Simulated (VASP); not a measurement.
A run of VASP 6.6.1 is set up as follows.

POSCAR

```
Pd
1.0
    0.0000000000      1.9334358480      1.9334358480
    1.9334358480      0.0000000000      1.9334358480
    1.9334358480      1.9334358480      0.0000000000
Pd
1
Direct
    0.0000000000      0.0000000000      0.0000000000
```

INCAR.step1

```
  PREC = Accurate
  ENCUT = 520
  ISMEAR = -1
  SIGMA = 0.05
  LREAL = F
  LASPH = T
  NELM = 80
  NBANDS = 11
  GGA = PE
  ALGO = Normal
  EDIFF = 1E-4
  LWAVE = T
  LCHARG = F
```

Contents of INCAR.step2:

```
  PREC = Accurate
  ENCUT = 520
  EDIFF = 1E-6
  ISMEAR = -1
  SIGMA = 0.05
  LREAL = F
  LASPH = T
  NELM = 80
  ALGO = Normal
  ISIF = 2
  LWAVE = F
  LCHARG = T
  METAGGA = R2SCAN
  LMIXTAU = T
  LELF = T
  LVHAR = T
  NBANDS = 11
  ISTART = 1
```

KPOINTS

```
regular mesh
0
Gamma
  12 12 12
```

Potentials or basis: VASP PAW PBE potentials, release 64 (Pd).

Run with:

```bash
$ cat potpaw_PBE.64/Pd/POTCAR > POTCAR
$ cp INCAR.step1 INCAR
$ mpirun -np 1 vasp_std > vasp.out
$ cp INCAR.step2 INCAR
$ mpirun -np 1 vasp_std > vasp.out
```

(1) What does it give for the band gap on the k mesh?

(2) Predict the pressure.

Results:

(1) zero (band 5 reaches 10.27 eV, above the bottom of band 6 at 8.53 eV).

(2) 7.1 GPa.

Caveat: the PAW data sets were made with another functional, which shifts forces and pressure a little.
